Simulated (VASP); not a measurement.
# PbSe (rocksalt type) (Fm-3m) in VASP: notebook

Runs on PbSe (rocksalt type). Level: PBE. Tasks: electric field gradients, single point.

Everything below comes from runs of VASP 6.6.1. Logs are shortened: lines on timing, memory, paths and dates and some standing lists are left out, and cuts for length are marked.

### Step 1. The cell of the first run

The structure is cubic, space group Fm-3m (No. 225). The conventional cell has a = 6.267 Å, b = 6.267 Å, c = 6.267 Å, α = 90.00°, β = 90.00°, γ = 90.00°. Pb (site symmetry m-3m) has 6 Se at 3.13 Å within 4.1 Å. Within 4.1 Å of Se (site symmetry m-3m) lie 6 Pb at 3.13 Å.

### Step 2. Electric field gradients, PBE (30.77 Å³/atom)

File INCAR:

```
PREC     = Accurate       # precision mode
ENCUT    = 520            # plane-wave cutoff, eV
EDIFF    = 1E-8           # SCF threshold, eV
ISMEAR   = -1             # smearing method
SIGMA    = 0.03           # smearing width, eV
LREAL    = F              # projectors in reciprocal space
LASPH    = T              # aspherical terms in the spheres
NELM     = 100            # most SCF steps
ALGO     = Normal         # electronic algorithm
ISIF     = 2              # what is computed and relaxed
LWAVE    = F              # write WAVECAR
LCHARG   = F              # write CHGCAR
GGA      = PE             # functional
LEFG     = T            
NBANDS   = 17             # bands
```

File KPOINTS:

```
Automatic mesh
0
Gamma
  10 10 10
```

File POSCAR:

```
PbSe
1.0
    0.0000000000      3.1336480606      3.1336480606
    3.1336480606      0.0000000000      3.1336480606
    3.1336480606      3.1336480606      0.0000000000
Pb Se
1 1
Direct
    0.0000000000      0.0000000000      0.0000000000
    0.5000000000      0.5000000000      0.5000000000
```

Potentials or basis: VASP PAW PBE potentials, release 64 (Pb_d, Se).

Launch:

```
$ cat potpaw_PBE.64/Pb_d/POTCAR potpaw_PBE.64/Se/POTCAR > POTCAR
$ mpirun -np 1 vasp_std > vasp.out
```

OUTCAR:

```text
PREC = Accurate
   ENCUT = 520
   EDIFF = 1E-8
   ISMEAR = -1
   LREAL = F
   LASPH = T
   NELM = 100
   ISIF = 2
   GGA = PE

 ion  position               nearest neighbor table
   1  0.000  0.000  0.000-   2 3.13   2 3.13   2 3.13   2 3.13   2 3.13   2 3.13
   2  0.500  0.500  0.500-   1 3.13   1 3.13   1 3.13   1 3.13   1 3.13   1 3.13

  LATTYP: Found a face centered cubic cell.
 ALAT       =     6.2672961212

  Lattice vectors:

 A1 = (   0.0000000000,   3.1336480606,   3.1336480606)
 A2 = (   3.1336480606,   0.0000000000,   3.1336480606)
 A3 = (   3.1336480606,   3.1336480606,   0.0000000000)

Analysis of symmetry for initial positions (statically):
=====================================================================
 Subroutine PRICEL returns:
 Original cell was already a primitive cell.

 Routine SETGRP: Setting up the symmetry group for a
 face centered cubic supercell.

 Subroutine GETGRP returns: Found 48 space group operations
 (whereof 48 operations were pure point group operations)
 out of a pool of 48 trial point group operations.

The static configuration has the point symmetry O_h .

Analysis of symmetry for dynamics (positions and initial velocities):
=====================================================================
 Subroutine PRICEL returns:
 Original cell was already a primitive cell.

 Routine SETGRP: Setting up the symmetry group for a
 face centered cubic supercell.

 Subroutine GETGRP returns: Found 48 space group operations
 (whereof 48 operations were pure point group operations)
 out of a pool of 48 trial point group operations.

The dynamic configuration has the point symmetry O_h .

 Subroutine INISYM returns: Found 48 space group operations
 (whereof 48 operations are pure point group operations),
 and found     1 'primitive' translations

----------------------------------------------------------------------------------------

                                     Primitive cell

  volume of cell :      61.5433

  direct lattice vectors                    reciprocal lattice vectors
     0.000000000  3.133648061  3.133648061    -0.159558441  0.159558441  0.159558441
     3.133648061  0.000000000  3.133648061     0.159558441 -0.159558441  0.159558441
     3.133648061  3.133648061  0.000000000     0.159558441  0.159558441 -0.159558441

  length of vectors
     4.431647587  4.431647587  4.431647587     0.276363327  0.276363327  0.276363327

  position of ions in fractional coordinates (direct lattice)
     0.000000000  0.000000000  0.000000000
     0.500000000  0.500000000  0.500000000

  ion indices of the primitive-cell ions
   primitive index   ion index
                 1           1
                 2           2

----------------------------------------------------------------------------------------

 KPOINTS: Automatic mesh

Automatic generation of k-mesh.
 Grid dimensions read from file:
 generate k-points for:   10   10   10

 Generating k-lattice:

  Cartesian coordinates                     Fractional coordinates (reciprocal lattice)
    -0.015955844  0.015955844  0.015955844     0.100000000  0.000000000  0.000000000
     0.015955844 -0.015955844  0.015955844     0.000000000  0.100000000  0.000000000
     0.015955844  0.015955844 -0.015955844     0.000000000  0.000000000  0.100000000

  Length of vectors
     0.027636333  0.027636333  0.027636333

  Shift w.r.t. Gamma in fractional coordinates (k-lattice)
     0.000000000  0.000000000  0.000000000

 Subroutine IBZKPT returns following result:
 ===========================================

 Found     47 irreducible k-points:

 Following reciprocal coordinates:
            Coordinates               Weight
  0.000000  0.000000  0.000000      1.000000
  0.100000  0.000000  0.000000      8.000000
  0.200000  0.000000  0.000000      8.000000
  0.300000  0.000000  0.000000      8.000000
  0.400000  0.000000  0.000000      8.000000
  0.500000  0.000000  0.000000      4.000000
[... 16 lines left out ...]
  0.300000  0.300000  0.000000      6.000000
  0.400000  0.300000  0.000000     24.000000
 [... further k-points ...]
   k-points           NKPTS =     47   k-points in BZ     NKDIM =     47   number of bands    NBANDS=     17
   number of dos      NEDOS =    301   number of ions     NIONS =      2
   total plane-waves  NPLWV =  46656
   dimension x,y,z NGX =    36 NGY =   36 NGZ =   36
   dimension x,y,z NGXF=    72 NGYF=   72 NGZF=   72
   ions per type =               1   1
   NGX,Y,Z   is equivalent  to a cutoff of  13.50, 13.50, 13.50 a.u.
   NGXF,Y,Z  is equivalent  to a cutoff of  27.01, 27.01, 27.01 a.u.
 SYSTEM =  unknown system
   PREC   = accura    normal or accurate (medium, high low for compatibility)
   ISTART =      0    job   : 0-new  1-cont  2-samecut
   ICHARG =      2    charge: 1-file 2-atom 10-const
   ISPIN  =      1    spin polarized calculation?
   LNONCOLLINEAR =      F non collinear calculations
   LSORBIT =      F    spin-orbit coupling
   LASPH  =      T    aspherical Exc in radial PAW
   ENCUT  =  520.0 eV  38.22 Ry    6.18 a.u.   8.24  8.24  8.24*2*pi/ulx,y,z
   NELM   =    100;   NELMIN=  2; NELMDL= -5     # of ELM steps
   EDIFF  = 0.1E-07   stopping-criterion for ELM
   LREAL  =      F    real-space projection
   EDIFFG = 0.1E-06   stopping-criterion for IOM
   NSW    =      0    number of steps for IOM
   IBRION =     -1    ionic relax: 0-MD 1-quasi-New 2-CG
   NFREE  =      0    steps in history (QN), initial steepest desc. (CG)
   ISIF   =      2    stress and relaxation
   ISYM   =      2    0-nonsym 1-usesym 2-fastsym
   POTIM  = 0.5000    time-step for ionic-motion
   TEBEG  =    0.0;   TEEND  =   0.0 temperature during run
   PSTRESS=    0.0 pullay stress
   NELECT =      20.0000    total number of electrons
   NUPDOWN=      -1.0000    fix difference up-down
   EMIN   =  10.00;   EMAX   =-10.00  energy-range for DOS
   EFERMI =   0.00;   METHOD = LEGACY
   ISMEAR =    -1;   SIGMA  =   0.03  broadening in eV -4-tet -1-fermi 0-gaus
   EFERMI_NEDOS =   21; number of points for ismear=-14 and -15
   IALGO  =     38    algorithm
   IMIX   =      4    mixing-type and parameters
     AMIX     =   0.40;   BMIX     =  1.00
     AMIX_MAG =   1.60;   BMIX_MAG =  1.00
  volume/ion in A,a.u.               =      30.77       207.66
  Fermi-wavevector in a.u.,A,eV,Ry     =   1.125532  2.126948 17.236171  1.266823
  Thomas-Fermi vector in A             =   2.262210
   LORBIT       =      0    0 simple, 1 ext, 2 COOP (PROOUT), +10 PAW based schemes
   GGA     = PE    functional components
   LHFCALC =     F    Hartree Fock is set to
   AEXX    =    0.0000 exact exchange contribution
   IVDW    =     0    specifies the selected vdW correction
   LEPSILON=     F    determine dielectric tensor
   LRPA    =     F    only Hartree local field effects (RPA)
 non-spin polarized calculation
  energy-cutoff  :      520.00
  volume of cell :       61.54
 maximum number of plane-waves:      1676
 NGX is ok and might be reduce to    36
   NGX = 17   NGY = 17   NGZ = 17

 number of electron      19.9999999 magnetization

 Free energy of the ion-electron system (eV)
  ---------------------------------------------------
  ext. energy  EPLUGINS =         0.00000000
  ---------------------------------------------------
  free energy    TOTEN  =        -8.19355928 eV

  energy without entropy =       -8.19355826  energy(sigma->0) =       -8.19355877

 E-fermi :   4.4296     XC(G=0):  -9.2073

 val. band max:        4.1774684106   @ k =   0.5000   0.0000   0.0000
 cond. band min:       4.6817017358   @ k =   0.5000   0.0000   0.0000
 fundamental gap:      0.5042333252
 Fermi energy:         4.4295915959

 k-point     1 :       0.0000    0.0000    0.0000
  band No.  band energies     occupation
      1     -12.5138      2.00000
      2     -12.5138      2.00000
      3     -12.5138      2.00000
      4     -12.5067      2.00000
      5     -12.5067      2.00000
      6      -8.7973      2.00000
[... 9 lines left out ...]
     16      10.8878      0.00000
     17      12.2163      0.00000

 k-point     2 :       0.1000    0.0000    0.0000
  band No.  band energies     occupation
      1     -12.5135      2.00000
      2     -12.5127      2.00000
      3     -12.5127      2.00000
      4     -12.5072      2.00000
      5     -12.5072      2.00000
      6      -8.7305      2.00000
[... 9 lines left out ...]
     16      11.0977      0.00000
     17      12.9457      0.00000

 k-point     3 :       0.2000    0.0000    0.0000
  band No.  band energies     occupation
      1     -12.5146      2.00000
      2     -12.5146      2.00000
      3     -12.5126      2.00000
      4     -12.5033      2.00000
      5     -12.5033      2.00000
      6      -8.5414      2.00000
[... 9 lines left out ...]
     16      11.6474      0.00000
     17      14.3462      0.00000

 k-point     4 :       0.3000    0.0000    0.0000
  band No.  band energies     occupation
      1     -12.5195      2.00000
      2     -12.5195      2.00000
      3     -12.5116      2.00000
      4     -12.4961      2.00000
      5     -12.4961      2.00000
      6      -8.2708      2.00000
[... 9 lines left out ...]
     16      12.4884      0.00000
     17      15.6010      0.00000
[... 343 lines left out ...]
      1     -12.5231      2.00000
      2     -12.5170      2.00000
      3     -12.5096      2.00000
      4     -12.5016      2.00000
      5     -12.4950      2.00000
      6      -8.1772      2.00000
[... 9 lines left out ...]
     16      13.6075      0.00000
     17      14.3099      0.00000

 k-point    23 :       0.3000    0.3000    0.0000
  band No.  band energies     occupation
      1     -12.5535      2.00000
      2     -12.5224      2.00000
      3     -12.4973      2.00000
      4     -12.4922      2.00000
      5     -12.4922      2.00000
      6      -8.0900      2.00000
[... 9 lines left out ...]
     16      14.1930      0.00000
     17      14.6768      0.00000

 k-point    24 :       0.4000    0.3000    0.0000
  band No.  band energies     occupation
      1     -12.5650      2.00000
      2     -12.5223      2.00000
      3     -12.4986      2.00000
      4     -12.4886      2.00000
      5     -12.4863      2.00000
      6      -7.8893      2.00000
[... 9 lines left out ...]
     16      14.8554      0.00000
     17      15.5787      0.00000

 [... further k-points ...]

------------------------ aborting loop because EDIFF is reached ----------------------------------------

  FORCE on cell =-STRESS in cart. coord.  units (eV):
  Direction    XX          YY          ZZ          XY          YZ          ZX
  --------------------------------------------------------------------------------------
  -------------------------------------------------------------------------------------
  Total       -0.4102495     -0.4102495     -0.4102495      0.0000000      0.0000000     -0.0000000
  in kB      -10.6801652    -10.6801652    -10.6801652      0.0000000      0.0000000     -0.0000000
  external PRESSURE =     -10.6801652 kB  Pullay stress =       0.0000000 kB

 VOLUME and BASIS-vectors are now :
 -----------------------------------------------------------------------------
  energy-cutoff  :      520.00
  volume of cell :       61.54
      direct lattice vectors                 reciprocal lattice vectors
     0.000000000  3.133648061  3.133648061    -0.159558441  0.159558441  0.159558441
     3.133648061  0.000000000  3.133648061     0.159558441 -0.159558441  0.159558441
     3.133648061  3.133648061  0.000000000     0.159558441  0.159558441 -0.159558441

 POSITION                                       TOTAL-FORCE (eV/Angst)
 -----------------------------------------------------------------------------------
      0.00000      0.00000      0.00000         0.000000      0.000000      0.000000
      3.13365      3.13365      3.13365        -0.000000     -0.000000     -0.000000
 -----------------------------------------------------------------------------------
    total drift:                                0.000000      0.000000      0.000000

  FREE ENERGIE OF THE ION-ELECTRON SYSTEM (eV)
  ---------------------------------------------------
  free  energy   TOTEN  =        -8.1935592750 eV

  energy  without entropy=       -8.1935582637  energy(sigma->0) =       -8.19355877

 Electric field gradients (V/A^2)
---------------------------------------------------------------------
 ion       V_xx      V_yy      V_zz      V_xy      V_xz      V_yz
---------------------------------------------------------------------
   1      -0.000     0.000    -0.000     0.001     0.001     0.001
   2      -0.000    -0.000    -0.000     0.000     0.000     0.000
---------------------------------------------------------------------

 Electric field gradients after diagonalization (V/A^2)
 (convention: |V_zz| > |V_xx| > |V_yy|)
----------------------------------------------------------------------
 ion       V_xx      V_yy      V_zz     asymmetry (V_yy - V_xx)/ V_zz
----------------------------------------------------------------------
   1      -0.001    -0.001     0.002       0.000
   2      -0.000    -0.000     0.001       0.000
----------------------------------------------------------------------

           NMR quadrupolar parameters

 Cq : quadrupolar parameter    Cq=e*Q*V_zz/h
 eta: asymmetry parameters     (V_yy - V_xx)/ V_zz
 Q  : nuclear electric quadrupole moment in mb (millibarn)
----------------------------------------------------------------------
 ion       Cq(MHz)       eta       Q (mb)
----------------------------------------------------------------------
   1       0.000       0.000       1.000
   2       0.000       0.000       1.000
----------------------------------------------------------------------
```

It took 98 s on 1 thread of Intel Xeon 8259CL, shared host; peak memory 0.23 GiB.

Results:

| Property | Result |
| --- | --- |
| Free energy | -8.1936 eV |
| Pressure | -1.1 GPa |
| Band gap on the k mesh | 0.50 eV |
| Largest electric field gradient by atom | under 0.05 V/Å² on every atom |

Levels at points of the mesh, in eV from the valence-band top:
```
           k point  band 7  band 8  band 9  band 10  band 11  band 12  band 13  band 14
(0.00, 0.00, 0.00)   -6.37   -1.52   -1.52    -1.52     4.60     4.60     4.60     6.71
(0.50, 0.00, 0.00)   -8.39   -1.16   -1.16     0.00     0.50     1.88     1.88     8.51
(0.50, 0.50, 0.00)   -7.23   -4.36   -2.76    -2.76     4.03     5.39     5.39     5.79
```

Caveat: spin-orbit coupling is left out, which moves the levels of the heavy elements. A k mesh can miss the band edges.

[end of part 1 of 2]
